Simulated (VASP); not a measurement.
Set up this calculation in VASP 6.6.1, as the native input.

- Task: relaxation of cell and atoms
- Functional: PBE
- Potentials or basis: VASP PAW PBE potentials, release 64 (Nb_sv)
- Cutoff: 600 eV
- k mesh: 18 × 18 × 18
- Occupations: gaussian, width 0.1 eV
- Spin: no spin polarisation
- Dipole correction: no
- Further INCAR settings: ALGO = Normal; EDIFF = 1e-06; IBRION = 2; EDIFFG = -0.01; NSW = 80; ISIF = 3

The structure of Nb lies in POSCAR:

```
Nb
1.0
   -1.6562621856      1.6562621856      1.6562621856
    1.6562621856     -1.6562621856      1.6562621856
    1.6562621856      1.6562621856     -1.6562621856
Nb
1
Direct
    0.0000000000      0.0000000000      0.0000000000
```

The input as run:

INCAR

```
SYSTEM = Nb
ALGO     = Normal         ! electronic algorithm
EDIFF    = 1E-6           ! SCF threshold, eV
EDIFFG   = -0.01          ! ionic threshold
ENCUT    = 600            ! plane-wave cutoff, eV
GGA      = PE             ! functional
IBRION   = 2              ! ionic algorithm
ISIF     = 3              ! what is computed and relaxed
ISMEAR   = 0              ! smearing method
LASPH    = .True.         ! aspherical terms in the spheres
LCHARG   = .False.        ! write CHGCAR
LREAL    = .False.        ! projectors in reciprocal space
LWAVE    = .False.        ! write WAVECAR
NELM     = 80             ! most SCF steps
NSW      = 80             ! ionic steps
PREC     = Accurate       ! precision mode
SIGMA    = 0.1            ! smearing width, eV
```

KPOINTS

```
k-points
0
Gamma
  18 18 18
  0 0 0
```

Potentials or basis: VASP PAW PBE potentials, release 64 (Nb_sv).

Command:

```sh
$ cat potpaw_PBE.64/Nb_sv/POTCAR > POTCAR
$ mpirun -np 1 vasp_std > vasp.out
```

Results of the run:

The relaxed volume is 18.12 Å³/atom and the relaxed cell is a = 2.866 Å, b = 2.866 Å, c = 2.866 Å, α = 109.47°, β = 109.47°, γ = 109.47°. The space group after relaxing (to 0.1 Å) is Im-3m (No. 229). The energy gained by relaxing is 0.1 meV/atom. The ionic steps are 3. The pressure after relaxing is 0.0 GPa and the band gap on the k mesh is zero (an odd number of electrons rules out a gap without spin polarisation).

It took 47 s on 1 thread of AMD EPYC 9R45 96-Core Processor (Zen 5), on a shared host, peak memory 0.15 GiB.
